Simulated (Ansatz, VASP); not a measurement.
C in VASP and in Ansatz

```xyz
2
Lattice="0.0000 1.7657 1.7657 1.7657 0.0000 1.7657 1.7657 1.7657 0.0000" Properties=species:S:1:pos:R:3 pbc="T T T"
C     0.0000    0.0000    0.0000
C     0.8829    0.8829    0.8829
```

Alike in both runs: task single point; functional LDA; k mesh 12 × 12 × 12; occupations gaussian, width 0.02 eV; no spin polarisation.

|  | VASP | Ansatz |
| --- | --- | --- |
| version | VASP 6.6.1 | Ansatz 0.2.0 |
| potentials or method | VASP PAW LDA potentials, release 64 (C_h), cutoff 1300 eV | scalar-relativistic, plane waves, PAW |
| valence electrons in the cell | 8 | 8 |

```csv
,VASP,Ansatz,Ansatz less VASP
gap on the k mesh at the Fermi level (eV),4.20,4.20,+0.002
least direct gap on the mesh (eV),5.63,5.62,-0.004
pressure (GPa),1.0,0.0,-1.03
```

Ansatz warns that its potentials were made for another functional, while VASP's fit it. LDA's correlation is that of Perdew and Zunger in VASP and of Perdew and Wang (1992) in Ansatz.
